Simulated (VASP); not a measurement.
Write the native input for VASP 6.6.1 that does the following.

```yaml
Task: single point
Functional: PBE
Potentials_or_basis: VASP PAW PBE potentials, release 64 (Cd, S)
Cutoff: 520 eV
k_mesh: 10 × 10 × 6
Occupations: gaussian, width 0.05 eV
Spin: no spin polarisation
Dipole_correction: no
Further_INCAR_settings: ALGO = Normal; EDIFF = 1e-07; NBANDS = 26
```

The structure of CdS lies in POSCAR:

```
CdS
1.0
    4.1435162022      0.0000000000      0.0000000000
   -2.0717581011      3.5883902921      0.0000000000
    0.0000000000      0.0000000000      6.7206336677
Cd S
2 2
Direct
    0.3333333333      0.6666666667      0.0039225639
    0.6666666667      0.3333333333      0.5039225639
    0.3333333333      0.6666666667      0.3810774361
    0.6666666667      0.3333333333      0.8810774361
```

The input as run:

INCAR

```
SYSTEM = CdS
  PREC = Accurate
  ENCUT = 520
  EDIFF = 1E-7
  ISMEAR = 0
  SIGMA = 0.05
  LREAL = .False.
  LASPH = .True.
  NELM = 100
  ALGO = Normal
  ISIF = 2
  LWAVE = .False.
  LCHARG = .False.
  GGA = PE
  NBANDS = 26
```

KPOINTS

```
regular mesh
0
Gamma
  10 10 6
  0 0 0
```

Potentials or basis: VASP PAW PBE potentials, release 64 (Cd, S).

The run is started by

```sh
$ cat potpaw_PBE.64/Cd/POTCAR potpaw_PBE.64/S/POTCAR > POTCAR
$ mpirun -np 1 vasp_std > vasp.out
```

It gave:

```
Pressure               : 2.8 GPa
Largest force          : 0.004 eV/Å
Band gap on the k mesh : 1.22 eV
```

It took 3 min on 1 thread of Oxide Virtual Turin-like Processor, on a shared host, peak memory 0.25 GiB.
